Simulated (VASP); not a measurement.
Wanted: the native input for a VASP 6.6.1 run.

```
Task                   : relaxation of cell and atoms
Functional             : PBE
Potentials or basis    : VASP PAW PBE potentials, release 64 (Ga_d, P)
Cutoff                 : 600 eV
k mesh                 : 6 × 6 × 4
Occupations            : gaussian, width 0.1 eV
Spin                   : no spin polarisation
Dipole correction      : no
Further INCAR settings : ALGO = Normal; EDIFF = 1e-06; IBRION = 2; EDIFFG = -0.04; NSW = 90; ISIF = 3
```

The structure of Ga2P lies in POSCAR:

```
Ga2P
1.0
    4.5297573700      0.0000000000      0.0000000000
   -2.2648786800      3.9228849500      0.0000000000
    0.0000000000      0.0000000000      5.5243274100
Ga P
4 2
Direct
    0.0000000000      0.0000000000      0.5000000000
    0.0000000000      0.0000000000      0.0000000000
    0.6666666700      0.3333333300      0.2500000000
    0.3333333300      0.6666666700      0.7500000000
    0.6666666700      0.3333333300      0.7500000000
    0.3333333300      0.6666666700      0.2500000000
```

The cell was built from a structure type or drawn by symmetry, and may not be a known phase.

One way to write it, as run:

INCAR

```
SYSTEM = Ga2P
ALGO = Normal ; EDIFF = 1E-6
EDIFFG = -0.04 ; ENCUT = 600
GGA = PE ; IBRION = 2
ISIF = 3 ; ISMEAR = 0
LASPH = .True. ; LCHARG = .False.
LREAL = .False. ; LWAVE = .False.
NELM = 100 ; NSW = 90
PREC = Accurate ; SIGMA = 0.1
```

KPOINTS

```
k-points
0
Gamma
  6 6 4
  0 0 0
```

Potentials or basis: VASP PAW PBE potentials, release 64 (Ga_d, P).

Launch:

```bash
$ cat potpaw_PBE.64/Ga_d/POTCAR potpaw_PBE.64/P/POTCAR > POTCAR
$ mpirun -np 1 vasp_std > vasp.out
```

It gave:

* Relaxed volume: 17.68 Å³/atom
* Relaxed cell: a = 4.622 Å, b = 4.622 Å, c = 5.734 Å, α = 90.00°, β = 90.00°, γ = 120.00°
* Space group after relaxing (to 0.1 Å): P6_3/mmc (No. 194)
* Energy gained by relaxing: 21.3 meV/atom
* Ionic steps: 6
* Pressure after relaxing: -0.1 GPa
* Band gap on the k mesh: zero (bands 31 and 32 overlap by 2.30 eV)

It took 4 min on 1 thread of AMD EPYC 9R45 96-Core Processor (Zen 5) (shared host), peak memory 0.25 GiB.
